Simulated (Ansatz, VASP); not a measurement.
This is a calculation of InAs for Ansatz 0.2.0.

The input input.yaml:

```yaml
crystal:
  lattice:
    - [0.0, 3.018, 3.018]
    - [3.018, 0.0, 3.018]
    - [3.018, 3.018, 0.0]
  atoms:
    - { symbol: In, position: [0.0, 0.0, 0.0] }
    - { symbol: As, position: [0.75, 0.75, 0.75] }
hamiltonian:
  xc: { exchange: pbe, correlation: pbe, exx: { coeff: 0.3, omega: 0.2 } }
  pseudopotentials: { kind: paw }
kpoints:
  mp_grid: { grid: [4, 4, 4] }
scf:
  occupations: { method: fermi_dirac, width: 0.05 }
output:
  forces: true
  stress: true
  eigenvalues: true
```

Potentials or basis: Ansatz PAW.

The run is started by

```console
$ ansatz run input.yaml --threads 2 --pin off --max-ram 5632MiB --backend cpu --events-out ev --progress --plain --runs-dir out
```

Q: Set up the same calculation for VASP 6.6.1. Potentials there: VASP PAW PBE potentials, release 64 (In_d, As).

A: As run (the cutoff follows the program's own potentials):

File POSCAR:

```
InAs
1.0
    0.0000000000      3.0180000000      3.0180000000
    3.0180000000      0.0000000000      3.0180000000
    3.0180000000      3.0180000000      0.0000000000
In As
1 1
Direct
    0.0000000000      0.0000000000      0.0000000000
    0.7500000000      0.7500000000      0.7500000000
```

The input INCAR.step1:

```
SYSTEM = InAs
PREC = Accurate ; ENCUT = 520
EDIFF = 1E-5 ; ISMEAR = -1
SIGMA = 0.05 ; LREAL = .False.
LASPH = .True. ; NELM = 80
ALGO = Normal ; ISIF = 2
LWAVE = .True. ; LCHARG = .False.
NBANDS = 16 ; GGA = PE
```

File INCAR.step2:

```
SYSTEM = InAs
PREC = Accurate ; ENCUT = 520
EDIFF = 1E-6 ; ISMEAR = -1
SIGMA = 0.05 ; LREAL = .False.
LASPH = .True. ; NELM = 80
ALGO = Normal ; ISIF = 2
LWAVE = .False. ; LCHARG = .False.
GGA = PE ; LHFCALC = .True.
AEXX = 0.3 ; HFSCREEN = 0.2
PRECFOCK = Normal ; NBANDS = 16
ISTART = 1
```

KPOINTS

```
regular mesh
0
Gamma
  4 4 4
  0 0 0
```

Potentials or basis: VASP PAW PBE potentials, release 64 (In_d, As).

Run with:

```sh
$ cat potpaw_PBE.64/In_d/POTCAR potpaw_PBE.64/As/POTCAR > POTCAR
$ cp INCAR.step1 INCAR
$ mpirun -np 1 vasp_std > vasp.out
$ cp INCAR.step2 INCAR
$ mpirun -np 1 vasp_std > vasp.out
```

Both were run:

|  | VASP | Ansatz | Ansatz less VASP |
| --- | --- | --- | --- |
| gap on the k mesh at the Fermi level (eV) | 0.81 | 0.81 | +0.002 |
| least direct gap on the mesh (eV) | 0.81 | 0.81 | +0.002 |
| pressure (GPa) | 1.8 | 2.0 | +0.25 |

VASP's potentials were made for PBE, not for PBE-based screened hybrid. VASP's potentials hold 18 valence electrons a cell and Ansatz's 28, so a difference there can come from the potentials and not from the codes.

The k mesh is coarse, so the values compare programs but aren't converged.
